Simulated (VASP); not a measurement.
# MgO in VASP: a series of runs, part 3 of 4

VASP 6.6.1.

## (5) Single point, PBE (shear xy strain +3.0%)

The input, INCAR:

```
PREC = Accurate
ENCUT = 520
EDIFF = 1E-6
ISMEAR = 0
SIGMA = 0.01
LREAL = F
LASPH = T
NELM = 80
ALGO = Normal
ISIF = 2
LWAVE = F
LCHARG = F
GGA = PE
NBANDS = 11
```

The input, KPOINTS:

```
Automatic mesh
0
Gamma
  6 6 6
```

The input, POSCAR:

```
MgO
1.0
    0.0342300849      2.2820056627      2.2820056627
    2.2820056627      0.0342300849      2.2820056627
    2.3162357476      2.3162357476      0.0000000000
Mg O
1 1
Direct
    0.0026811211      0.0026811211     -0.0026811211
    0.2473188789      0.2473188789      0.2526811211
```

Potentials or basis: VASP PAW PBE potentials, release 64 (Mg, O).

The run is started by

```
cat potpaw_PBE.64/Mg/POTCAR potpaw_PBE.64/O/POTCAR > POTCAR
mpirun -np 1 vasp_std > vasp.out
```

OUTCAR:

```text
PREC = Accurate
   ENCUT = 520
   EDIFF = 1E-6
   ISMEAR = 0
   LREAL = F
   LASPH = T
   NELM = 80
   ISIF = 2
   GGA = PE

 ion  position               nearest neighbor table
   1  0.003  0.003  0.997-   2 1.97   2 1.97   2 1.98   2 1.98
   2  0.247  0.247  0.253-   1 1.97   1 1.97   1 1.98   1 1.98

  LATTYP: Found a body centered orthorhombic cell.
 ALAT       =     3.1788347073
 B/A-ratio  =     1.0304568528
 C/A-ratio  =     1.4357498095

  Lattice vectors:

 A1 = (   2.2820056627,   0.0342300849,  -2.2820056627)
 A2 = (  -2.2820056627,  -0.0342300849,  -2.2820056627)
 A3 = (   0.0342300849,   2.2820056627,   2.2820056627)

Analysis of symmetry for initial positions (statically):
=====================================================================
 Subroutine PRICEL returns:
 Original cell was already a primitive cell.

 Routine SETGRP: Setting up the symmetry group for a
 body centered orthorhombic supercell.

 Subroutine GETGRP returns: Found  4 space group operations
 (whereof  4 operations were pure point group operations)
 out of a pool of  8 trial point group operations.

The static configuration has the point symmetry C_2v.

Analysis of symmetry for dynamics (positions and initial velocities):
=====================================================================
 Subroutine PRICEL returns:
 Original cell was already a primitive cell.

 Routine SETGRP: Setting up the symmetry group for a
 body centered orthorhombic supercell.

 Subroutine GETGRP returns: Found  4 space group operations
 (whereof  4 operations were pure point group operations)
 out of a pool of  8 trial point group operations.

The dynamic configuration has the point symmetry C_2v.

 Subroutine INISYM returns: Found  4 space group operations
 (whereof  4 operations are pure point group operations),
 and found     1 'primitive' translations

----------------------------------------------------------------------------------------

                                     Primitive cell

  volume of cell :      23.7620

  direct lattice vectors                    reciprocal lattice vectors
     0.034230085  2.282005663  2.282005663    -0.222442136  0.222442136  0.219105504
     2.282005663  0.034230085  2.282005663     0.222442136 -0.222442136  0.219105504
     2.316235748  2.316235748  0.000000000     0.215867491  0.215867491 -0.219105504

  length of vectors
     3.227424885  3.227424885  3.275652008     0.383364356  0.383364356  0.375772231

  position of ions in fractional coordinates (direct lattice)
     0.002681121  0.002681121  0.997318879
     0.247318879  0.247318879  0.252681121

  ion indices of the primitive-cell ions
   primitive index   ion index
                 1           1
                 2           2

----------------------------------------------------------------------------------------

 KPOINTS: Automatic mesh

Automatic generation of k-mesh.
 Grid dimensions read from file:
 generate k-points for:    6    6    6

 Generating k-lattice:

  Cartesian coordinates                     Fractional coordinates (reciprocal lattice)
    -0.037073689  0.037073689  0.036517584     0.166666667  0.000000000  0.000000000
     0.037073689 -0.037073689  0.036517584     0.000000000  0.166666667  0.000000000
     0.035977915  0.035977915 -0.036517584     0.000000000  0.000000000  0.166666667

  Length of vectors
     0.063894059  0.063894059  0.062628705

  Shift w.r.t. Gamma in fractional coordinates (k-lattice)
     0.000000000  0.000000000  0.000000000

 Subroutine IBZKPT returns following result:
 ===========================================

 Found     46 irreducible k-points:

 Following reciprocal coordinates:
            Coordinates               Weight
  0.000000  0.000000  0.000000      1.000000
  0.166667 -0.000000  0.000000      4.000000
  0.333333 -0.000000  0.000000      4.000000
  0.500000 -0.000000  0.000000      2.000000
  0.166667  0.166667  0.000000      2.000000
  0.333333  0.166667  0.000000      4.000000
[... 16 lines left out ...]
 -0.166667  0.333333  0.166667      4.000000
  0.500000  0.500000  0.166667      4.000000
 [... further k-points ...]
   k-points           NKPTS =     46   k-points in BZ     NKDIM =     46   number of bands    NBANDS=     11
   number of dos      NEDOS =    301   number of ions     NIONS =      2
   total plane-waves  NPLWV =  13824
   dimension x,y,z NGX =    24 NGY =   24 NGZ =   24
   dimension x,y,z NGXF=    48 NGYF=   48 NGZF=   48
   ions per type =               1   1
   NGX,Y,Z   is equivalent  to a cutoff of  12.36, 12.36, 12.18 a.u.
   NGXF,Y,Z  is equivalent  to a cutoff of  24.72, 24.72, 24.36 a.u.
 SYSTEM =  unknown system
   PREC   = accura    normal or accurate (medium, high low for compatibility)
   ISTART =      0    job   : 0-new  1-cont  2-samecut
   ICHARG =      2    charge: 1-file 2-atom 10-const
   ISPIN  =      1    spin polarized calculation?
   LNONCOLLINEAR =      F non collinear calculations
   LSORBIT =      F    spin-orbit coupling
   LASPH  =      T    aspherical Exc in radial PAW
   ENCUT  =  520.0 eV  38.22 Ry    6.18 a.u.   6.00  6.00  6.09*2*pi/ulx,y,z
   NELM   =     80;   NELMIN=  2; NELMDL= -5     # of ELM steps
   EDIFF  = 0.1E-05   stopping-criterion for ELM
   LREAL  =      F    real-space projection
   EDIFFG = 0.1E-04   stopping-criterion for IOM
   NSW    =      0    number of steps for IOM
   IBRION =     -1    ionic relax: 0-MD 1-quasi-New 2-CG
   NFREE  =      0    steps in history (QN), initial steepest desc. (CG)
   ISIF   =      2    stress and relaxation
   ISYM   =      2    0-nonsym 1-usesym 2-fastsym
   POTIM  = 0.5000    time-step for ionic-motion
   TEBEG  =    0.0;   TEEND  =   0.0 temperature during run
   PSTRESS=    0.0 pullay stress
   NELECT =       8.0000    total number of electrons
   NUPDOWN=      -1.0000    fix difference up-down
   EMIN   =  10.00;   EMAX   =-10.00  energy-range for DOS
   EFERMI =   0.00;   METHOD = LEGACY
   ISMEAR =     0;   SIGMA  =   0.01  broadening in eV -4-tet -1-fermi 0-gaus
   EFERMI_NEDOS =   21; number of points for ismear=-14 and -15
   IALGO  =     38    algorithm
   IMIX   =      4    mixing-type and parameters
     AMIX     =   0.40;   BMIX     =  1.00
     AMIX_MAG =   1.60;   BMIX_MAG =  1.00
  volume/ion in A,a.u.               =      11.88        80.18
  Fermi-wavevector in a.u.,A,eV,Ry     =   1.138878  2.152168 17.647355  1.297044
  Thomas-Fermi vector in A             =   2.275582
   LORBIT       =      0    0 simple, 1 ext, 2 COOP (PROOUT), +10 PAW based schemes
   GGA     = PE    functional components
   LHFCALC =     F    Hartree Fock is set to
   AEXX    =    0.0000 exact exchange contribution
   IVDW    =     0    specifies the selected vdW correction
   LEPSILON=     F    determine dielectric tensor
   LRPA    =     F    only Hartree local field effects (RPA)
 non-spin polarized calculation
 Gauss-broadening in eV      SIGMA  =   0.01
  energy-cutoff  :      520.00
  volume of cell :       23.76
 maximum number of plane-waves:       650
   NGX = 11   NGY = 11   NGZ = 13

 number of electron       8.0000003 magnetization

 Free energy of the ion-electron system (eV)
  ---------------------------------------------------
  ext. energy  EPLUGINS =         0.00000000
  ---------------------------------------------------
  free energy    TOTEN  =       -11.68750514 eV

  energy without entropy =      -11.68750514  energy(sigma->0) =      -11.68750514

 E-fermi :   1.0450     XC(G=0):  -9.7221

 val. band max:        0.8755269156   @ k =   0.0000   0.0000   0.0000
 cond. band min:       4.4261036862   @ k =   0.0000   0.0000   0.0000
 fundamental gap:      3.5505767706
 Fermi energy:         1.0450469577

 k-point     1 :       0.0000    0.0000    0.0000
  band No.  band energies     occupation
      1     -15.1094      2.00000
      2       0.7134      2.00000
      3       0.7901      2.00000
      4       0.8755      2.00000
      5       4.4261      0.00000
      6      17.1983      0.00000
      7      17.6154      0.00000
      8      18.0240      0.00000
      9      20.9364      0.00000
     10      21.0237      0.00000
     11      21.1273      0.00000
[... 309 lines left out ...]
 k-point    24 :       0.5000    0.5000    0.1667
  band No.  band energies     occupation
      1     -14.3009      2.00000
      2      -1.5643      2.00000
      3      -0.3531      2.00000
      4       0.2992      2.00000
      5       7.8045      0.00000
      6      12.2375      0.00000
      7      14.4750      0.00000
      8      17.2922      0.00000
      9      17.5375      0.00000
     10      24.1575      0.00000
     11      24.9843      0.00000

 [... further k-points ...]
[... 5 lines left out ...]
  --------------------------------------------------------------------------------------
  -------------------------------------------------------------------------------------
  Total        0.5209340      0.5209340      0.5058999     -0.3799123      0.0000000      0.0000000
  in kB       35.1245556     35.1245556     34.1108683    -25.6160132      0.0000000      0.0000000
  external PRESSURE =      34.7866598 kB  Pullay stress =       0.0000000 kB

 VOLUME and BASIS-vectors are now :
 -----------------------------------------------------------------------------
  energy-cutoff  :      520.00
  volume of cell :       23.76
      direct lattice vectors                 reciprocal lattice vectors
     0.034230085  2.282005663  2.282005663    -0.222442136  0.222442136  0.219105504
     2.282005663  0.034230085  2.282005663     0.222442136 -0.222442136  0.219105504
     2.316235748  2.316235748  0.000000000     0.215867491  0.215867491 -0.219105504

 POSITION                                       TOTAL-FORCE (eV/Angst)
 -----------------------------------------------------------------------------------
      2.31624      2.31624      0.01224         0.000000      0.000000      0.014943
      1.15812      1.15812      1.12877         0.000000      0.000000     -0.014943
 -----------------------------------------------------------------------------------
    total drift:                               -0.000001     -0.000001     -0.000647

  FREE ENERGIE OF THE ION-ELECTRON SYSTEM (eV)
  ---------------------------------------------------
  free  energy   TOTEN  =       -11.6875051376 eV

  energy  without entropy=      -11.6875051376  energy(sigma->0) =      -11.68750514
```

OSZICAR:

```text
N       E                     dE             d eps       ncg     rms          rms(c)
DAV:   1     0.155073085770E+02    0.15507E+02   -0.45447E+03  1156   0.635E+02
DAV:   2    -0.130816123142E+02   -0.28589E+02   -0.27516E+02  1176   0.134E+02
DAV:   3    -0.138649289561E+02   -0.78332E+00   -0.78266E+00  1230   0.200E+01
DAV:   4    -0.138674222293E+02   -0.24933E-02   -0.24932E-02  1122   0.130E+00
DAV:   5    -0.138674326067E+02   -0.10377E-04   -0.10377E-04  1192   0.818E-02    0.833E+00
DAV:   6    -0.117208831594E+02    0.21465E+01   -0.13547E+01  1123   0.192E+01    0.277E+00
DAV:   7    -0.116927001584E+02    0.28183E-01   -0.11712E-01  1111   0.265E+00    0.153E+00
DAV:   8    -0.116883614826E+02    0.43387E-02   -0.47470E-02  1087   0.241E+00    0.357E-01
DAV:   9    -0.116875934049E+02    0.76808E-03   -0.80448E-04  1168   0.198E-01    0.232E-01
DAV:  10    -0.116874980507E+02    0.95354E-04   -0.15321E-03  1105   0.288E-01    0.122E-02
DAV:  11    -0.116875040626E+02   -0.60119E-05   -0.17626E-05  1188   0.273E-02    0.927E-03
DAV:  12    -0.116875051578E+02   -0.10952E-05   -0.26879E-06  1114   0.119E-02    0.141E-03
DAV:  13    -0.116875051376E+02    0.20139E-07   -0.20994E-07   596   0.291E-03
   1 F= -.11687505E+02 E0= -.11687505E+02  d E =-.410745-129
```

stdout:

```text
POSCAR found type information on POSCAR MgO
 POSCAR found :  2 types and       2 ions
 scaLAPACK will be used
 LDA part: xc-table for (Slater+PW92), standard interpolation
 POSCAR, INCAR and KPOINTS ok, starting setup
 FFT: planning ... GRIDC
 FFT: planning ... GRID_SOFT
 FFT: planning ... GRID
 WAVECAR not read
 entering main loop
```

Wall time 5.6 s (1 thread of Intel Xeon 6975P-C, shared host); peak memory 0.14 GiB.

Results:

| Property | Result |
| --- | --- |
| Free energy | -11.6875 eV |
| Pressure | 3.5 GPa |
| Largest force | 0.015 eV/Å |
| Band gap on the k mesh | 3.55 eV, direct |

Forces on the atoms (eV/Å):
```
Mg   0.000  0.000  0.015
O    0.000  0.000 -0.015
```

Stress tensor (GPa, compression positive):
```
 3.51 -2.56  0.00
-2.56  3.51  0.00
 0.00  0.00  3.41
```

Caveat: the cell differs from its parent crystal (shear xy strain +3.0%).

[end of part 3 of 4]
